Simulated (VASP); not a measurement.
# AlN (Cm) in VASP: further runs, part 2 of 2

VASP 6.6.1. Earlier steps stand in the parts before.

## Step 5: Single point, PBE (mode 4 frozen in at -0.123 Å and mode 10 at -0.040 Å (largest displacements))

Input file INCAR:

```
PREC = Accurate
ENCUT = 520
EDIFF = 1E-7
ISMEAR = 0
SIGMA = 0.05
LREAL = False
LASPH = True
NELM = 80
ALGO = Normal
ISIF = 2
LWAVE = False
LCHARG = False
GGA = PE
NBANDS = 16
```

Input file KPOINTS:

```
regular mesh
0
Gamma
  9 9 6
```

Input file POSCAR:

```
AlN
1.0
    3.3134793407      0.0000000000      0.0000000000
   -1.6567396703      2.8695572839      0.0000000000
    0.0000000000      0.0000000000      4.1875902417
Al N
2 2
Direct
    0.3369153591      0.6738307183      0.7652730210
    0.6702486925      0.3404973850      0.2652730210
    0.3264333143      0.6528666285      0.2205797385
    0.6597666476      0.3195332952      0.7205797385
```

Potentials or basis: VASP PAW PBE potentials, release 64 (Al, N).

Command:

```bash
> cat potpaw_PBE.64/Al/POTCAR potpaw_PBE.64/N/POTCAR > POTCAR
> mpirun -np 1 vasp_std > vasp.out
```

OUTCAR:

```text
PREC = Accurate
   ENCUT = 520
   EDIFF = 1E-7
   ISMEAR = 0
   LREAL = False
   LASPH = True
   NELM = 80
   ISIF = 2
   GGA = PE

 ion  position               nearest neighbor table
   1  0.337  0.674  0.765-   4 1.86   3 1.91   4 1.95   4 1.95   3 2.28   2 2.84   2 2.84   2 2.84
                             2 2.84   2 2.84   2 2.84
   2  0.670  0.340  0.265-   3 1.89   3 1.89   4 1.91   3 1.98   4 2.28   1 2.84   1 2.84   1 2.84
                             1 2.84   1 2.84   1 2.84
   3  0.326  0.653  0.221-   2 1.89   2 1.89   1 1.91   2 1.98   1 2.28
   4  0.660  0.320  0.721-   1 1.86   2 1.91   1 1.95   1 1.95   2 2.28

  LATTYP: Found a hexagonal cell.
 ALAT       =     3.3134793407
 C/A-ratio  =     1.2638045423

  Lattice vectors:

 A1 = (   3.3134793407,   0.0000000000,   0.0000000000)
 A2 = (  -1.6567396703,   2.8695572839,   0.0000000000)
 A3 = (   0.0000000000,   0.0000000000,   4.1875902417)

Analysis of symmetry for initial positions (statically):
=====================================================================
 Subroutine PRICEL returns:
 Original cell was already a primitive cell.

 Routine SETGRP: Setting up the symmetry group for a
 hexagonal supercell.

 Subroutine GETGRP returns: Found  2 space group operations
 (whereof  2 operations were pure point group operations)
 out of a pool of 24 trial point group operations.

The static configuration has the point symmetry C_1h.

Analysis of symmetry for dynamics (positions and initial velocities):
=====================================================================
 Subroutine PRICEL returns:
 Original cell was already a primitive cell.

 Routine SETGRP: Setting up the symmetry group for a
 hexagonal supercell.

 Subroutine GETGRP returns: Found  2 space group operations
 (whereof  2 operations were pure point group operations)
 out of a pool of 24 trial point group operations.

The dynamic configuration has the point symmetry C_1h.

 Subroutine INISYM returns: Found  2 space group operations
 (whereof  2 operations are pure point group operations),
 and found     1 'primitive' translations

----------------------------------------------------------------------------------------

                                     Primitive cell

  volume of cell :      39.8165

  direct lattice vectors                    reciprocal lattice vectors
     3.313479341  0.000000000  0.000000000     0.301797566  0.174242906  0.000000000
    -1.656739670  2.869557284  0.000000000     0.000000000  0.348485812  0.000000000
     0.000000000  0.000000000  4.187590242     0.000000000  0.000000000  0.238800824

  length of vectors
     3.313479341  3.313479341  4.187590242     0.348485812  0.348485812  0.238800824

  position of ions in fractional coordinates (direct lattice)
     0.336915359  0.673830718  0.765273021
     0.670248693  0.340497385  0.265273021
     0.326433314  0.652866629  0.220579738
     0.659766648  0.319533295  0.720579738

  ion indices of the primitive-cell ions
   primitive index   ion index
                 1           1
                 2           2
                 3           3
                 4           4

----------------------------------------------------------------------------------------

 KPOINTS: regular mesh

Automatic generation of k-mesh.
 Grid dimensions read from file:
 generate k-points for:    9    9    6

 Generating k-lattice:

  Cartesian coordinates                     Fractional coordinates (reciprocal lattice)
     0.033533063  0.019360323  0.000000000     0.111111111  0.000000000  0.000000000
     0.000000000  0.038720646  0.000000000     0.000000000  0.111111111  0.000000000
     0.000000000  0.000000000  0.039800137     0.000000000  0.000000000  0.166666667

  Length of vectors
     0.038720646  0.038720646  0.039800137

  Shift w.r.t. Gamma in fractional coordinates (k-lattice)
     0.000000000  0.000000000  0.000000000

 Subroutine IBZKPT returns following result:
 ===========================================

 Found    140 irreducible k-points:

 Following reciprocal coordinates:
            Coordinates               Weight
  0.000000  0.000000  0.000000      1.000000
  0.111111  0.000000  0.000000      4.000000
  0.000000  0.111111  0.000000      2.000000
  0.222222 -0.000000  0.000000      4.000000
  0.000000  0.222222  0.000000      2.000000
  0.333333 -0.000000  0.000000      4.000000
[... 16 lines left out ...]
 -0.222222 -0.444444  0.000000      4.000000
  0.444444  0.333333  0.000000      4.000000
 [... further k-points ...]
   k-points           NKPTS =    140   k-points in BZ     NKDIM =    140   number of bands    NBANDS=     16
   number of dos      NEDOS =    301   number of ions     NIONS =      4
   total plane-waves  NPLWV =  25088
   dimension x,y,z NGX =    28 NGY =   28 NGZ =   32
   dimension x,y,z NGXF=    56 NGYF=   56 NGZF=   64
   ions per type =               2   2
   NGX,Y,Z   is equivalent  to a cutoff of  14.05, 14.05, 12.70 a.u.
   NGXF,Y,Z  is equivalent  to a cutoff of  28.10, 28.10, 25.41 a.u.
 SYSTEM =  unknown system
   PREC   = accura    normal or accurate (medium, high low for compatibility)
   ISTART =      0    job   : 0-new  1-cont  2-samecut
   ICHARG =      2    charge: 1-file 2-atom 10-const
   ISPIN  =      1    spin polarized calculation?
   LNONCOLLINEAR =      F non collinear calculations
   LSORBIT =      F    spin-orbit coupling
   LASPH  =      T    aspherical Exc in radial PAW
   ENCUT  =  520.0 eV  38.22 Ry    6.18 a.u.   6.16  6.16  7.79*2*pi/ulx,y,z
   NELM   =     80;   NELMIN=  2; NELMDL= -5     # of ELM steps
   EDIFF  = 0.1E-06   stopping-criterion for ELM
   LREAL  =      F    real-space projection
   EDIFFG = 0.1E-05   stopping-criterion for IOM
   NSW    =      0    number of steps for IOM
   IBRION =     -1    ionic relax: 0-MD 1-quasi-New 2-CG
   NFREE  =      0    steps in history (QN), initial steepest desc. (CG)
   ISIF   =      2    stress and relaxation
   ISYM   =      2    0-nonsym 1-usesym 2-fastsym
   POTIM  = 0.5000    time-step for ionic-motion
   TEBEG  =    0.0;   TEEND  =   0.0 temperature during run
   PSTRESS=    0.0 pullay stress
   NELECT =      16.0000    total number of electrons
   NUPDOWN=      -1.0000    fix difference up-down
   EMIN   =  10.00;   EMAX   =-10.00  energy-range for DOS
   EFERMI =   0.00;   METHOD = LEGACY
   ISMEAR =     0;   SIGMA  =   0.05  broadening in eV -4-tet -1-fermi 0-gaus
   EFERMI_NEDOS =   21; number of points for ismear=-14 and -15
   IALGO  =     38    algorithm
   IMIX   =      4    mixing-type and parameters
     AMIX     =   0.40;   BMIX     =  1.00
     AMIX_MAG =   1.60;   BMIX_MAG =  1.00
  volume/ion in A,a.u.               =       9.95        67.17
  Fermi-wavevector in a.u.,A,eV,Ry     =   1.208074  2.282930 19.856940  1.459444
  Thomas-Fermi vector in A             =   2.343693
   LORBIT       =      0    0 simple, 1 ext, 2 COOP (PROOUT), +10 PAW based schemes
   GGA     = PE    functional components
   LHFCALC =     F    Hartree Fock is set to
   AEXX    =    0.0000 exact exchange contribution
   IVDW    =     0    specifies the selected vdW correction
   LEPSILON=     F    determine dielectric tensor
   LRPA    =     F    only Hartree local field effects (RPA)
 non-spin polarized calculation
 Gauss-broadening in eV      SIGMA  =   0.05
  energy-cutoff  :      520.00
  volume of cell :       39.82
 maximum number of plane-waves:      1090
 NGX is ok and might be reduce to    28
   NGX = 13   NGY = 13   NGZ = 15

 number of electron      15.9999998 magnetization

 Free energy of the ion-electron system (eV)
  ---------------------------------------------------
  ext. energy  EPLUGINS =         0.00000000
  ---------------------------------------------------
  free energy    TOTEN  =       -29.19036738 eV

  energy without entropy =      -29.19036738  energy(sigma->0) =      -29.19036738

 E-fermi :   7.9421     XC(G=0): -11.1450

 val. band max:        7.7436279779   @ k =   0.0000   0.0000   0.0000
 cond. band min:      11.1512016770   @ k =   0.0000   0.0000   0.0000
 fundamental gap:      3.4075736991
 Fermi energy:         7.9421008321

 k-point     1 :       0.0000    0.0000    0.0000
  band No.  band energies     occupation
      1      -8.8586      2.00000
      2      -5.2890      2.00000
      3       1.1099      2.00000
      4       4.6735      2.00000
      5       4.6804      2.00000
      6       6.3352      2.00000
[... 433 lines left out ...]
      3       1.4223      2.00000
      4       2.9918      2.00000
      5       3.5389      2.00000
      6       3.7630      2.00000
[... 8 lines left out ...]
     15      20.3771      0.00000
     16      20.6606      0.00000

 [... further k-points ...]
[... 5 lines left out ...]
  --------------------------------------------------------------------------------------
  -------------------------------------------------------------------------------------
  Total       -0.4500930     -0.2750660      3.2654326     -0.0000000     -0.1926304     -0.0000000
  in kB      -18.1112934    -11.0683823    131.3977618     -0.0000000     -7.7512564     -0.0000000
  external PRESSURE =      34.0726954 kB  Pullay stress =       0.0000000 kB

 VOLUME and BASIS-vectors are now :
 -----------------------------------------------------------------------------
  energy-cutoff  :      520.00
  volume of cell :       39.82
      direct lattice vectors                 reciprocal lattice vectors
     3.313479341  0.000000000  0.000000000     0.301797566  0.174242906  0.000000000
    -1.656739670  2.869557284  0.000000000     0.000000000  0.348485812  0.000000000
     0.000000000  0.000000000  4.187590242     0.000000000  0.000000000  0.238800824

 POSITION                                       TOTAL-FORCE (eV/Angst)
 -----------------------------------------------------------------------------------
     -0.00000      1.93360      3.20465        -0.000000     -0.916962     -0.562699
      1.65674      0.97708      1.11085        -0.000000     -0.750276     -0.564665
      0.00000      1.87344      0.92370         0.000000      0.744906      0.564853
      1.65674      0.91692      3.01749         0.000000      0.922332      0.562511
 -----------------------------------------------------------------------------------
    total drift:                                0.000000     -0.000104     -0.000059

  FREE ENERGIE OF THE ION-ELECTRON SYSTEM (eV)
  ---------------------------------------------------
  free  energy   TOTEN  =       -29.1903673763 eV

  energy  without entropy=      -29.1903673763  energy(sigma->0) =      -29.19036738
```

OSZICAR:

```text
N       E                     dE             d eps       ncg     rms          rms(c)
DAV:   1     0.427035393252E+02    0.42704E+02   -0.74519E+03  4480   0.906E+02
DAV:   2    -0.304304019071E+02   -0.73134E+02   -0.66851E+02  6552   0.187E+02
DAV:   3    -0.338291690547E+02   -0.33988E+01   -0.33875E+01  5320   0.419E+01
DAV:   4    -0.338494335829E+02   -0.20265E-01   -0.20263E-01  5704   0.366E+00
DAV:   5    -0.338497051716E+02   -0.27159E-03   -0.27159E-03  5224   0.425E-01    0.119E+01
DAV:   6    -0.292125127327E+02    0.46372E+01   -0.94294E+00  5736   0.230E+01    0.397E+00
DAV:   7    -0.292122470469E+02    0.26569E-03   -0.74956E-01  5208   0.602E+00    0.290E+00
DAV:   8    -0.291985077402E+02    0.13739E-01   -0.93633E-02  4896   0.261E+00    0.842E-01
DAV:   9    -0.291898663676E+02    0.86414E-02   -0.18764E-02  5936   0.109E+00    0.278E-01
DAV:  10    -0.291904323423E+02   -0.56597E-03   -0.30706E-03  5096   0.367E-01    0.137E-01
DAV:  11    -0.291903613437E+02    0.70999E-04   -0.23123E-04  5320   0.125E-01    0.284E-02
DAV:  12    -0.291903679772E+02   -0.66335E-05   -0.13728E-05  5472   0.301E-02    0.120E-02
DAV:  13    -0.291903672756E+02    0.70151E-06   -0.45161E-06  5376   0.167E-02    0.173E-03
DAV:  14    -0.291903673861E+02   -0.11044E-06   -0.29645E-07  5184   0.468E-03    0.853E-04
DAV:  15    -0.291903673763E+02    0.97715E-08   -0.33688E-08  3760   0.156E-03
   1 F= -.29190367E+02 E0= -.29190367E+02  d E =-.833219E-11
```

stdout:

```text
POSCAR found type information on POSCAR AlN
 POSCAR found :  2 types and       4 ions
 scaLAPACK will be used
 LDA part: xc-table for (Slater+PW92), standard interpolation
 POSCAR, INCAR and KPOINTS ok, starting setup
 FFT: planning ... GRIDC
 FFT: planning ... GRID_SOFT
 FFT: planning ... GRID
 WAVECAR not read
 entering main loop
```

It took 46 s on 1 thread of Intel Xeon Platinum 8559C (Emerald Rapids), shared host; peak memory 0.2 GiB.

What came out:

```
Free energy            : -29.1904 eV
Pressure               : 3.4 GPa
Largest force          : 1.080 eV/Å
Band gap on the k mesh : 3.41 eV, direct
```

Forces on the atoms (eV/Å):
```
Al   0.000 -0.917 -0.563
Al   0.000 -0.750 -0.565
N    0.000  0.745  0.565
N    0.000  0.922  0.563
```

Caveat: the cell differs from its parent crystal (mode 4 frozen in at -0.123 Å and mode 10 at -0.040 Å (largest displacements)); forces of over 1 eV/Å act on the atoms, so gaps and moduli don't describe the material at rest.

## Step 6: Single point, PBE (mode 4 frozen in at -0.185 Å and mode 10 at -0.053 Å (largest displacements))

Input file INCAR:

```
SYSTEM = AlN
  ALGO = Normal
  EDIFF = 1E-6
  ENCUT = 520
  GGA = PE
  ISIF = 2
  ISMEAR = 0
  LASPH = .TRUE.
  LCHARG = .FALSE.
  LREAL = .FALSE.
  LWAVE = .FALSE.
  NBANDS = 16
  NELM = 60
  PREC = Accurate
  SIGMA = 0.05
```

Input file KPOINTS:

```
k-points
0
G
  9 9 6
  0 0 0
```

Input file POSCAR:

```
AlN
1.0
    3.3134793407      0.0000000000      0.0000000000
   -1.6567396703      2.8695572839      0.0000000000
    0.0000000000      0.0000000000      4.1875902417
Al N
2 2
Direct
    0.3381093678      0.6762187355      0.7729095315
    0.6714427011      0.3428854022      0.2729095315
    0.3241333079      0.6482666158      0.2058696077
    0.6574666412      0.3149332825      0.7058696077
```

Potentials or basis: VASP PAW PBE potentials, release 64 (Al, N).

Command:

```bash
> cat potpaw_PBE.64/Al/POTCAR potpaw_PBE.64/N/POTCAR > POTCAR
> mpirun -np 1 vasp_std > vasp.out
```

Wall time 40 s (1 thread of Intel Xeon Platinum 8559C (Emerald Rapids), shared host); peak memory 0.2 GiB.

The run converged. Its results:

| Property | Result |
| --- | --- |
| Free energy | -28.9735 eV |
| Pressure | 8.1 GPa |
| Largest force | 1.854 eV/Å |
| Band gap on the k mesh | 3.57 eV, direct |

Forces on the atoms (eV/Å):
```
Al   0.000 -1.129 -1.466
Al   0.000 -0.855 -1.472
N    0.000  0.847  1.473
N    0.000  1.137  1.465
```

Stress tensor (GPa, compression positive):
```
-3.84  0.00  0.00
 0.00 -2.65 -1.83
 0.00 -1.83 30.85
```

Levels at points of the mesh, in eV from the valence-band top:
| k point | band 5 | band 6 | band 7 | band 8 | band 9 | band 10 | band 11 | band 12 |
| --- | --- | --- | --- | --- | --- | --- | --- | --- |
| (0.00, 0.00, 0.00) | -2.84 | -1.20 | -1.19 | 0.00 | 3.57 | 4.62 | 8.64 | 8.65 |
| (0.00, 0.00, 0.50) | -2.23 | -2.21 | -1.88 | -1.86 | 5.72 | 5.72 | 8.66 | 8.67 |

Caveat: the cell differs from its parent crystal (mode 4 frozen in at -0.185 Å and mode 10 at -0.053 Å (largest displacements)); forces of over 1 eV/Å act on the atoms, so gaps and moduli don't describe the material at rest.
